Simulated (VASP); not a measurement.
A run of VASP 6.6.1:

The input INCAR:

```
SYSTEM = Zn12H
  PREC = Accurate
  ENCUT = 520
  EDIFF = 1E-6
  ISMEAR = -1
  SIGMA = 0.05
  LREAL = .FALSE.
  LASPH = .TRUE.
  NELM = 80
  ALGO = Normal
  ISIF = 2
  LWAVE = .FALSE.
  LCHARG = .FALSE.
  GGA = PS
  NBANDS = 84
```

The input KPOINTS:

```
Automatic mesh
0
G
  3 2 3
  0 0 0
```

File POSCAR:

```
Zn12H
1.0
    5.3200000000      0.0000000000      0.0000000000
   -3.9900000000      6.9108830000      0.0000000000
    0.0000000000      0.0000000000      4.9369600000
Zn H
12 1
Direct
    0.0815149096      0.0318193782     -0.0252382033
    0.1724701909      0.2003361944      0.5800938229
    0.0274139060      0.3295092682     -0.0160422608
    0.1754000223      0.5462977741      0.4686284677
   -0.0156158001      0.6725623918     -0.0257445878
    0.2173572414      0.9113886026      0.5086530983
    0.5273084696      0.0079150522     -0.0097023269
    0.6431848531      0.2049231625      0.5543492352
    0.5381130887      0.3687372511      0.0058538048
    0.6987803495      0.5406545010      0.4365844568
    0.5543671962      0.6640685423      0.1138352346
    0.6638701535      0.8979170968      0.4274290251
    0.5503670977      0.6732714184      0.7678409386
```

Potentials or basis: VASP PAW PBE potentials, release 64 (Zn, H).

Launch:

```sh
$ cat potpaw_PBE.64/Zn/POTCAR potpaw_PBE.64/H/POTCAR > POTCAR
$ mpirun -np 1 vasp_std > vasp.out
```

Hardware: 1 thread of AMD EPYC 9R45 96-Core Processor (Zen 5), on a shared host.

Q: Estimate the wall time of this run.

A: Run time: 110 s on 1 thread of AMD EPYC 9R45 96-Core Processor (Zen 5), with other jobs on the host, peak memory 0.31 GiB. Counts: scf iterations 15, k points 10.
